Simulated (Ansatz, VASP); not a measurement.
**Al in VASP and in Ansatz**

File INCAR:

```
PREC = Accurate
ENCUT = 520
EDIFF = 1E-6
ISMEAR = -1
SIGMA = 0.1
LREAL = False
LASPH = True
NELM = 80
ALGO = Normal
ISIF = 2
LWAVE = False
LCHARG = False
GGA = PS
NBANDS = 8
```

The input KPOINTS:

```
regular mesh
0
Gamma
  13 13 13
```

POSCAR

```
Al
1.0
    2.7711439037      0.0000000000      0.0000000000
    0.0000000000      2.7711439037      0.0000000000
    0.0000000000      0.0000000000      2.7711439037
Al
1
Direct
    0.0000000000      0.0000000000      0.0000000000
```

Input for Ansatz:

```yaml
crystal:
  lattice:
    - [2.7711439037, 0.0, 0.0]
    - [0.0, 2.7711439037, 0.0]
    - [0.0, 0.0, 2.7711439037]
  atoms:
    - { symbol: Al, position: [0.0, 0.0, 0.0] }
hamiltonian:
  xc: pbesol
  pseudopotentials:
    kind: paw
    azcp:
      Al: "pseudopotentials/Al.paw.azcp"
basis:
  ecutwfc: 420
  fft_grid_basis: typed
kpoints:
  mp_grid: { grid: [13, 13, 13], shift: [0, 0, 0] }
magnetization:
  spin_polarized: false
scf:
  occupations: { method: fermi_dirac, width: 0.1 }
  lower_state_search: "off"
output:
  stress: true
```

Alike in both runs: task single point; functional PBEsol; k mesh 13 × 13 × 13; occupations fermi-dirac, width 0.1 eV; no spin polarisation.

|  | VASP | Ansatz |
| --- | --- | --- |
| version | VASP 6.6.1 | Ansatz 0.2.0 |
| potentials or method | VASP PAW PBE potentials, release 64 (Al), cutoff 520 eV | plane waves (420 eV) with PAW, scalar-relativistic |
| valence electrons in the cell | 3 | 3 |

|  | VASP | Ansatz | Ansatz less VASP |
| --- | --- | --- | --- |
| pressure (GPa) | -3.9 | -4.0 | -0.05 |

VASP's potentials were made for PBE, not for PBEsol, and Ansatz warns of the same on its side. The functional is the same, so the differences come from potentials, cutoffs and numerics.
